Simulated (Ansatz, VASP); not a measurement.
**AlN: VASP beside Ansatz**

```
CELL_PARAMETERS angstrom
0.00000 2.18488 2.18488
2.18488 0.00000 2.18488
2.18488 2.18488 0.00000
ATOMIC_POSITIONS crystal
Al 0.00000 0.00000 0.00000
N 0.25000 0.25000 0.25000
```

Alike in both runs: task single point; functional HSE06; k mesh 8 × 8 × 8; no spin polarisation.

|  | VASP | Ansatz |
| --- | --- | --- |
| version | VASP 6.6.1 | Ansatz 0.2.0 |
| potentials or method | VASP PAW PBE potentials, release 64 (Al, N) | plane waves, PAW |
| plane-wave cutoff (eV) | 520 | 420 |
| occupations | gaussian, width 0.01 eV | fixed |
| valence electrons in the cell | 8 | 8 |

```tsv
	VASP	Ansatz	Ansatz less VASP
gap on the k mesh at the Fermi level (eV)	4.55	4.55	0.000
pressure (GPa)	-0.8	-0.6	+0.16
```

Ansatz's warnings: stress exchange threshold loose, stress scf threshold loose.
